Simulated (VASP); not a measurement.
# N (P6_3/mmc) in VASP: settings compared

Aim: see how the results for N move with the level of theory and the settings. Levels: LDA, r2SCAN+rVV10, r2SCAN. Tasks: single point.

Everything below comes from runs of VASP 6.6.1. Logs are shortened: lines on timing, memory, paths and dates and some standing lists are left out, and cuts for length are marked.

## 1. The cell of the first run

Symmetry: P6_3/mmc, No. 194, hexagonal system. The conventional cell has a = 3.580 Å, b = 3.580 Å, c = 7.642 Å, α = 90.00°, β = 90.00°, γ = 120.00°. N (site symmetry 3m) has 1 N at 1.09 Å within 1.5 Å.

## 2. Single point, LDA

INCAR reads:

```
SYSTEM = N
PREC = Accurate
ENCUT = 520
EDIFF = 1E-6
ISMEAR = 0
SIGMA = 0.01
LREAL = .False.
LASPH = .True.
NELM = 100
ALGO = Normal
ISIF = 2
LWAVE = .False.
LCHARG = .False.
GGA = CA
NBANDS = 18
```

KPOINTS reads:

```
Automatic mesh
0
Gamma
  12 12 4
  0 0 0
```

POSCAR reads:

```
N
1.0
    3.5804190885      0.0000000000      0.0000000000
   -1.7902095442      3.1007338868      0.0000000000
    0.0000000000      0.0000000000      7.6415025808
N
4
Direct
    0.3333333333      0.6666666667      0.3215708973
    0.3333333333      0.6666666667      0.1784291027
    0.6666666667      0.3333333333      0.8215708973
    0.6666666667      0.3333333333      0.6784291027
```

Potentials or basis: VASP PAW LDA potentials, release 64 (N).

Run with:

```console
$ cat potpaw_LDA.64/N/POTCAR > POTCAR
$ mpirun -np 1 vasp_std > vasp.out
```

OUTCAR:

```text
SYSTEM = N
   PREC = Accurate
   ENCUT = 520
   EDIFF = 1E-6
   ISMEAR = 0
   LREAL = .False.
   LASPH = .True.
   NELM = 100
   ISIF = 2
   GGA = CA

 ion  position               nearest neighbor table
   1  0.333  0.667  0.322-   2 1.09
   2  0.333  0.667  0.178-   1 1.09
   3  0.667  0.333  0.822-   4 1.09
   4  0.667  0.333  0.678-   3 1.09

  LATTYP: Found a hexagonal cell.
 ALAT       =     3.5804190885
 C/A-ratio  =     2.1342480843

  Lattice vectors:

 A1 = (   3.5804190885,   0.0000000000,   0.0000000000)
 A2 = (  -1.7902095442,   3.1007338868,   0.0000000000)
 A3 = (   0.0000000000,   0.0000000000,   7.6415025808)

Analysis of symmetry for initial positions (statically):
=====================================================================
 Subroutine PRICEL returns:
 Original cell was already a primitive cell.

 Routine SETGRP: Setting up the symmetry group for a
 hexagonal supercell.

 Subroutine GETGRP returns: Found 24 space group operations
 (whereof 12 operations were pure point group operations)
 out of a pool of 24 trial point group operations.

The static configuration has the point symmetry D_3d.
 The point group associated with its full space group is D_6h.

Analysis of symmetry for dynamics (positions and initial velocities):
=====================================================================
 Subroutine PRICEL returns:
 Original cell was already a primitive cell.

 Routine SETGRP: Setting up the symmetry group for a
 hexagonal supercell.

 Subroutine GETGRP returns: Found 24 space group operations
 (whereof 12 operations were pure point group operations)
 out of a pool of 24 trial point group operations.

The dynamic configuration has the point symmetry D_3d.
 The point group associated with its full space group is D_6h.

 Subroutine INISYM returns: Found 24 space group operations
 (whereof 12 operations are pure point group operations),
 and found     1 'primitive' translations

----------------------------------------------------------------------------------------

                                     Primitive cell

  volume of cell :      84.8354
[... 81 lines left out ...]
   NGX,Y,Z   is equivalent  to a cutoff of  13.00, 13.00, 13.05 a.u.
   NGXF,Y,Z  is equivalent  to a cutoff of  26.00, 26.00, 26.11 a.u.
 SYSTEM =  N
   PREC   = accura    normal or accurate (medium, high low for compatibility)
   ISTART =      0    job   : 0-new  1-cont  2-samecut
   ICHARG =      2    charge: 1-file 2-atom 10-const
   ISPIN  =      1    spin polarized calculation?
   LNONCOLLINEAR =      F non collinear calculations
   LSORBIT =      F    spin-orbit coupling
   LASPH  =      T    aspherical Exc in radial PAW
   ENCUT  =  520.0 eV  38.22 Ry    6.18 a.u.   6.66  6.66 14.21*2*pi/ulx,y,z
   NELM   =    100;   NELMIN=  2; NELMDL= -5     # of ELM steps
   EDIFF  = 0.1E-05   stopping-criterion for ELM
   LREAL  =      F    real-space projection
[... 7 lines left out ...]
   TEBEG  =    0.0;   TEEND  =   0.0 temperature during run
   PSTRESS=    0.0 pullay stress
   NELECT =      20.0000    total number of electrons
   NUPDOWN=      -1.0000    fix difference up-down
   EMIN   =  10.00;   EMAX   =-10.00  energy-range for DOS
   EFERMI =   0.00;   METHOD = LEGACY
   ISMEAR =     0;   SIGMA  =   0.01  broadening in eV -4-tet -1-fermi 0-gaus
   EFERMI_NEDOS =   21; number of points for ismear=-14 and -15
   IALGO  =     38    algorithm
   IMIX   =      4    mixing-type and parameters
     AMIX     =   0.40;   BMIX     =  1.00
     AMIX_MAG =   1.60;   BMIX_MAG =  1.00
  volume/ion in A,a.u.               =      21.21       143.12
  Fermi-wavevector in a.u.,A,eV,Ry     =   1.011329  1.911135 13.915853  1.022786
  Thomas-Fermi vector in A             =   2.144372
   LORBIT       =      0    0 simple, 1 ext, 2 COOP (PROOUT), +10 PAW based schemes
   GGA     = CA    functional components
   LHFCALC =     F    Hartree Fock is set to
   AEXX    =    0.0000 exact exchange contribution
   IVDW    =     0    specifies the selected vdW correction
   LEPSILON=     F    determine dielectric tensor
   LRPA    =     F    only Hartree local field effects (RPA)
 non-spin polarized calculation
 Gauss-broadening in eV      SIGMA  =   0.01
  energy-cutoff  :      520.00
  volume of cell :       84.84
 maximum number of plane-waves:      2321
 NGX is ok and might be reduce to    28
   NGX = 13   NGY = 13   NGZ = 29

 number of electron      20.0000004 magnetization

 Free energy of the ion-electron system (eV)
  ---------------------------------------------------
  ext. energy  EPLUGINS =         0.00000000
  ---------------------------------------------------
  free energy    TOTEN  =       -35.14022793 eV

  energy without entropy =      -35.14022793  energy(sigma->0) =      -35.14022793

 E-fermi :  -6.2464     XC(G=0):  -7.2323

 val. band max:       -6.3422437566   @ k =   0.1667   0.1667   0.0000
 cond. band min:       0.5031903292   @ k =   0.5000   0.0000   0.0000
 fundamental gap:      6.8454340857
 Fermi energy:        -6.2464155239

 k-point     1 :       0.0000    0.0000    0.0000
  band No.  band energies     occupation
      1     -24.9231      2.00000
      2     -24.9040      2.00000
      3     -10.2935      2.00000
      4      -9.4653      2.00000
      5      -7.9622      2.00000
      6      -7.9622      2.00000
[... 481 lines left out ...]
      5      -8.6229      2.00000
      6      -8.5527      2.00000
[... 10 lines left out ...]
     17       8.0175      0.00000
     18       8.3403      0.00000

 [... further k-points ...]

------------------------ aborting loop because EDIFF is reached ----------------------------------------

  FORCE on cell =-STRESS in cart. coord.  units (eV):
  Direction    XX          YY          ZZ          XY          YZ          ZX
  --------------------------------------------------------------------------------------
  -------------------------------------------------------------------------------------
  Total       -0.2340213     -0.2340213      3.0244719     -0.0000000      0.0000000      0.0000000
  in kB       -4.4196589     -4.4196589     57.1193171     -0.0000000      0.0000000      0.0000000
  external PRESSURE =      16.0933331 kB  Pullay stress =       0.0000000 kB

 VOLUME and BASIS-vectors are now :
 -----------------------------------------------------------------------------
  energy-cutoff  :      520.00
  volume of cell :       84.84
      direct lattice vectors                 reciprocal lattice vectors
     3.580419088  0.000000000  0.000000000     0.279296913  0.161252148  0.000000000
    -1.790209544  3.100733887  0.000000000     0.000000000  0.322504296  0.000000000
     0.000000000  0.000000000  7.641502581     0.000000000  0.000000000  0.130864315

 POSITION                                       TOTAL-FORCE (eV/Angst)
 -----------------------------------------------------------------------------------
     -0.00000      2.06716      2.45728        -0.000000      0.000000      1.577447
     -0.00000      2.06716      1.36347        -0.000000     -0.000000     -1.577447
      1.79021      1.03358      6.27804         0.000000      0.000000      1.577447
      1.79021      1.03358      5.18422         0.000000     -0.000000     -1.577447
 -----------------------------------------------------------------------------------
    total drift:                               -0.000000      0.000000     -0.000000

  FREE ENERGIE OF THE ION-ELECTRON SYSTEM (eV)
  ---------------------------------------------------
  free  energy   TOTEN  =       -35.1402279319 eV

  energy  without entropy=      -35.1402279319  energy(sigma->0) =      -35.14022793
```

stdout:

```text
POSCAR found type information on POSCAR N
 POSCAR found :  1 types and       4 ions
 scaLAPACK will be used
 LDA part: xc-table for (Slater(with rela. corr.)+CA(PZ))
 , standard interpolation
 POSCAR, INCAR and KPOINTS ok, starting setup
 FFT: planning ... GRIDC
 FFT: planning ... GRID_SOFT
 FFT: planning ... GRID
 WAVECAR not read
 entering main loop
```

Run time: 39 s. Hardware: 1 thread of Intel Xeon Platinum 8488C (Sapphire Rapids), shared host; peak memory 0.19 GiB.

What came out:

- Free energy: -35.1402 eV
- Pressure: 1.6 GPa
- Largest force: 1.577 eV/Å
- Band gap on the k mesh: 6.85 eV (least direct gap 6.90 eV)

Forces on the atoms (eV/Å):
```
N    0.000  0.000  1.577
N    0.000  0.000 -1.577
N    0.000  0.000  1.577
N    0.000  0.000 -1.577
```

Levels at points of the mesh, in eV from the valence-band top:
| k point | band 6 | band 7 | band 8 | band 9 | band 10 | band 11 | band 12 | band 13 | band 14 | band 15 |
| --- | --- | --- | --- | --- | --- | --- | --- | --- | --- | --- |
| (0.00, 0.00, 0.00) | -1.62 | -1.57 | -1.57 | -1.28 | -0.08 | 8.29 | 8.29 | 8.55 | 8.55 | 10.67 |
| (0.50, 0.00, 0.00) | -2.39 | -1.81 | -1.72 | -0.42 | -0.05 | 6.85 | 7.50 | 7.91 | 8.47 | 12.39 |
| (0.00, 0.00, 0.50) | -1.60 | -1.60 | -1.60 | -0.61 | -0.61 | 8.42 | 8.42 | 8.42 | 8.42 | 10.71 |
| (0.50, 0.00, 0.50) | -2.39 | -1.77 | -1.77 | -0.26 | -0.26 | 7.19 | 7.19 | 8.18 | 8.18 | 13.07 |

Caveat: the standard files for N, O and F lose accuracy on very short bonds; forces of over 1 eV/Å act on the atoms, so gaps and moduli don't describe the material at rest.

## 3. Single point, r2SCAN+rVV10

POSCAR is that of step 2.

INCAR.step1 reads:

```
SYSTEM = N
ALGO = Normal
EDIFF = 1E-4
ENCUT = 520
GGA = PE
ISMEAR = -1
LASPH = .TRUE.
LCHARG = .FALSE.
LREAL = .FALSE.
LWAVE = .TRUE.
NBANDS = 18
NELM = 80
PREC = Accurate
SIGMA = 0.02
```

INCAR.step2 reads:

```
SYSTEM = N
ALGO = Normal
BPARAM = 11.95
CPARAM = 0.0093
EDIFF = 1E-7
ENCUT = 520
ISIF = 2
ISMEAR = -1
ISTART = 1
IVDW_NL = 2
LASPH = .TRUE.
LCHARG = .TRUE.
LELF = .TRUE.
LMIXTAU = .TRUE.
LREAL = .FALSE.
LUSE_VDW = .TRUE.
LVHAR = .TRUE.
LWAVE = .FALSE.
METAGGA = R2SCAN
NBANDS = 18
NELM = 80
PREC = Accurate
SIGMA = 0.02
```

KPOINTS reads:

```
k-points
0
G
  12 12 4
  0 0 0
```

Potentials or basis: VASP PAW PBE potentials, release 64 (N).

Run with:

```console
$ cat potpaw_PBE.64/N/POTCAR > POTCAR
$ cp INCAR.step1 INCAR
$ mpirun -np 1 vasp_std > vasp.out
$ cp INCAR.step2 INCAR
$ mpirun -np 1 vasp_std > vasp.out
```

Wall time 4.6 min (1 thread of Intel Xeon Platinum 8488C (Sapphire Rapids), shared host); peak memory 0.41 GiB.

It converged, with:

```
Free energy            : -35.6989 eV
Pressure               : 2.8 GPa
Largest force          : 2.307 eV/Å
Band gap on the k mesh : 7.67 eV (least direct gap 7.73 eV)
```

Forces on the atoms (eV/Å):
```
N    0.000  0.000  2.307
N    0.000  0.000 -2.307
N    0.000  0.000  2.307
N    0.000  0.000 -2.307
```

Stress tensor (GPa, compression positive):
```
-0.37  0.00  0.00
 0.00 -0.37  0.00
 0.00  0.00  9.08
```

Levels at points of the mesh, in eV from the valence-band top:
| k point | band 7 | band 8 | band 9 | band 10 | band 11 | band 12 | band 13 | band 14 |
| --- | --- | --- | --- | --- | --- | --- | --- | --- |
| (0.00, 0.00, 0.00) | -1.36 | -1.36 | -1.19 | -0.06 | 9.14 | 9.14 | 9.41 | 9.41 |
| (0.50, 0.00, 0.00) | -1.60 | -1.50 | -0.40 | -0.05 | 7.67 | 8.34 | 8.75 | 9.33 |
| (0.00, 0.00, 0.50) | -1.38 | -1.38 | -0.57 | -0.57 | 9.27 | 9.27 | 9.27 | 9.27 |
| (0.50, 0.00, 0.50) | -1.55 | -1.55 | -0.25 | -0.25 | 8.02 | 8.02 | 9.03 | 9.03 |

Caveat: the standard files for N, O and F lose accuracy on very short bonds; the PAW data sets were made with another functional, which shifts forces and pressure a little. A k mesh can miss the band edges.

## 4. Single point, r2SCAN

POSCAR is that of step 3.

INCAR.step1 reads:

```
ALGO = Normal
EDIFF = 1E-4
ENCUT = 520
GGA = PE
ISMEAR = 0
LASPH = True
LCHARG = False
LREAL = False
LWAVE = True
NBANDS = 18
NELM = 60
PREC = Accurate
SIGMA = 0.01
```

INCAR.step2 reads:

```
ALGO = Normal
EDIFF = 1E-6
ENCUT = 520
ISIF = 2
ISMEAR = 0
ISTART = 1
LASPH = True
LCHARG = True
LELF = True
LMIXTAU = True
LREAL = False
LVHAR = True
LWAVE = False
METAGGA = R2SCAN
NBANDS = 18
NELM = 60
PREC = Accurate
SIGMA = 0.01
```

KPOINTS reads:

```
k-points
0
Gamma
  12 12 4
```

Run with:

```console
$ cat potpaw_PBE.64/N/POTCAR > POTCAR
$ cp INCAR.step1 INCAR
$ mpirun -np 1 vasp_std > vasp.out
$ cp INCAR.step2 INCAR
$ mpirun -np 1 vasp_std > vasp.out
```

It took 4.6 min on 1 thread of Intel Xeon Platinum 8488C (Sapphire Rapids), shared host; peak memory 0.24 GiB.

The run converged. Its results:

* Free energy: -36.4183 eV
* Pressure: 3.1 GPa
* Largest force: 2.245 eV/Å
* Band gap on the k mesh: 7.70 eV (least direct gap 7.75 eV)

Forces in eV/Å, atoms in the order of the input:
```
N    0.000  0.000  2.245
N    0.000  0.000 -2.245
N    0.000  0.000  2.245
N    0.000  0.000 -2.245
```

Stress tensor (GPa, compression positive):
```
0.02 0.00 0.00
0.00 0.02 0.00
0.00 0.00 9.19
```

Levels at points of the mesh, in eV from the valence-band top:
| k point | band 7 | band 8 | band 9 | band 10 | band 11 | band 12 | band 13 | band 14 |
| --- | --- | --- | --- | --- | --- | --- | --- | --- |
| (0.00, 0.00, 0.00) | -1.36 | -1.36 | -1.17 | -0.06 | 9.14 | 9.14 | 9.41 | 9.41 |
| (0.50, 0.00, 0.00) | -1.60 | -1.50 | -0.40 | -0.05 | 7.70 | 8.35 | 8.76 | 9.33 |
| (0.00, 0.00, 0.50) | -1.38 | -1.38 | -0.56 | -0.56 | 9.27 | 9.27 | 9.27 | 9.27 |
| (0.50, 0.00, 0.50) | -1.55 | -1.55 | -0.25 | -0.25 | 8.04 | 8.04 | 9.04 | 9.04 |

Caveat: the standard files for N, O and F lose accuracy on very short bonds; the cell stands under pressure; the PAW data sets were made with another functional, which shifts forces and pressure a little.

## 5. Summary

```csv
level,potentials or basis,smearing,gap on the mesh (eV),pressure (GPa),largest force (eV/Å)
LDA,"VASP PAW LDA potentials, release 64 (N)",gaussian 0.01 eV,6.85,1.6,1.58
r2SCAN+rVV10,"VASP PAW PBE potentials, release 64 (N)",fermi-dirac 0.02 eV,7.67,2.8,2.31
r2SCAN,"VASP PAW PBE potentials, release 64 (N)",gaussian 0.01 eV,7.70,3.1,2.25
```

Alike in all rows: task single point; no spin polarisation; cell as given; k mesh 12 × 12 × 4; cutoff (eV) 520.

Caveats: the standard files for N, O and F lose accuracy on very short bonds; the PAW data sets were made with another functional, which shifts forces and pressure a little (at least some runs); forces of over 1 eV/Å act on the atoms, so gaps and moduli don't describe the material at rest (at least some runs); the cell stands under pressure (at least some runs).

Absolute energies hang on the potentials; compare differences alone.
